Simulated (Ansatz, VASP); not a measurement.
## One calculation of Bi2Se3, two programs

```xyz
5
Lattice="2.0435 1.1798 9.4163 -2.0435 1.1798 9.4163 0.0000 -2.3596 9.4163" Properties=species:S:1:pos:R:3 pbc="T T T"
Bi    0.0000    0.0000   11.3222
Bi    0.0000    0.0000   16.9268
Se    0.0000    0.0000    0.0000
Se    0.0000    0.0000    5.9803
Se    0.0000    0.0000   22.2687
```

Change from the starting cell: volume scaled by 0.96.

Alike in both runs: task single point; functional PBE; k mesh 6 × 6 × 6; occupations fermi-dirac, width 0.03 eV; no spin polarisation.

|  | VASP | Ansatz |
| --- | --- | --- |
| version | VASP 6.6.1 | Ansatz 0.2.0 |
| potentials or method | VASP PAW PBE potentials, release 64 (Bi_d, Se), cutoff 520 eV | all-electron LAPW, scalar-relativistic |

Ansatz gave:

```
pressure (GPa)                     : 5.6
rms of the force components (eV/Å) : 0.220
```

Task: What did VASP give for the same quantities?

Result: Pressure (GPa): 5.6; rms of the force components (eV/Å): 0.227.

Atom by atom the forces differ by 0.007 eV/Å (rms over components). Ansatz ran all-electron here, and VASP with PAW potentials.

Spin-orbit coupling is off throughout.
